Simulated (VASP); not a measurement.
## SiC (NiAs type): single point with PBE

The system is SiC (NiAs type).

```
CELL_PARAMETERS angstrom
2.52399 0.00000 0.00000
-1.26199 2.18584 0.00000
0.00000 0.00000 4.27660
ATOMIC_POSITIONS crystal
Si 0.00000 0.00000 0.00000
Si 0.00000 0.00000 0.50000
C 0.33333 0.66667 0.25000
C 0.66667 0.33333 0.75000
```

```yaml
Program: VASP 6.6.1
Task: single point
Functional: PBE
Potentials_or_basis: VASP PAW PBE potentials, release 64 (Si, C)
Cutoff: 520 eV
k_mesh: 13 × 13 × 8
Occupations: fermi-dirac, width 0.05 eV
Spin: no spin polarisation
Dipole_correction: no
Further_INCAR_settings: ALGO = Normal; EDIFF = 1e-07; NBANDS = 16
```

```
Pressure               : 189.4 GPa
Band gap on the k mesh : 0.90 eV, indirect (least direct gap 3.41 eV)
```

Stress tensor (GPa, compression positive):
```
189.76   0.00   0.00
  0.00 189.76   0.00
  0.00   0.00 188.67
```

Levels at points of the mesh, in eV from the valence-band top:
| k point | band 5 | band 6 | band 7 | band 8 | band 9 | band 10 | band 11 | band 12 |
| --- | --- | --- | --- | --- | --- | --- | --- | --- |
| (0.00, 0.00, 0.00) | -1.58 | -0.47 | -0.01 | -0.01 | 5.23 | 9.07 | 10.52 | 10.52 |
| (0.00, 0.00, 0.50) | -0.77 | -0.77 | -0.77 | -0.77 | 8.68 | 8.68 | 8.75 | 8.75 |

Wall time 19 s on 1 thread of AMD EPYC 9R45 96-Core Processor (Zen 5) (shared host), peak memory 0.12 GiB.

A k mesh can miss the band edges.
